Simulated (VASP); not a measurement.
Ge2Br3: single point with PBE

Ge2Br3:

```
CELL_PARAMETERS angstrom
4.48647 0.00000 0.00000
-2.24324 3.88540 0.00000
0.00000 0.00000 6.98022
ATOMIC_POSITIONS crystal
Ge 0.33333 0.66667 0.24500
Ge 0.66667 0.33333 0.75500
Br 0.00000 0.00000 0.00000
Br 0.33333 0.66667 0.64500
Br 0.66667 0.33333 0.35500
```

```json
{"Program": "VASP 6.6.1", "Task": "single point", "Functional": "PBE", "Potentials or basis": "VASP PAW PBE potentials, release 64 (Ge_d, Br)", "Cutoff": "520 eV", "k mesh": "6 × 6 × 4", "Occupations": "gaussian, width 0.1 eV", "Spin": "no spin polarisation"}
```

```json
{"Pressure": "7.9 GPa", "Largest force": "0.948 eV/Å"}
```

Forces in eV/Å, atoms in the order of the input:
```
Ge   0.000  0.000 -0.948
Ge   0.000  0.000  0.948
Br   0.000  0.000  0.000
Br   0.000  0.000  0.262
Br   0.000  0.000 -0.262
```

Stress tensor (GPa, compression positive):
```
8.38 0.00 0.00
0.00 8.38 0.00
0.00 0.00 6.96
```

Levels at points of the mesh, in eV from the Fermi level:
```csv
k point,band 20,band 21,band 22,band 23,band 24,band 25,band 26,band 27,band 28,band 29
"(0.00, 0.00, 0.00)",-4.85,-4.17,-4.17,-3.80,-2.77,0.45,0.45,0.46,0.46,0.73
"(0.50, 0.00, 0.00)",-4.68,-4.60,-4.09,-3.28,-2.22,0.74,1.51,1.72,2.06,3.00
"(0.00, 0.00, 0.50)",-4.86,-4.20,-4.20,-2.97,-2.61,-1.30,-0.48,-0.48,1.74,1.74
"(0.50, 0.00, 0.50)",-5.09,-3.57,-3.46,-3.23,-3.15,-0.30,1.50,1.95,2.06,2.47
```

Run time: 2.1 min on 1 thread of Intel(R) Xeon(R) Platinum 8488C (Sapphire Rapids) (shared host), peak memory 0.27 GiB.

Caveat: an odd number of electrons without spin polarisation forces a metal; a magnetic or distorted state may lie lower.
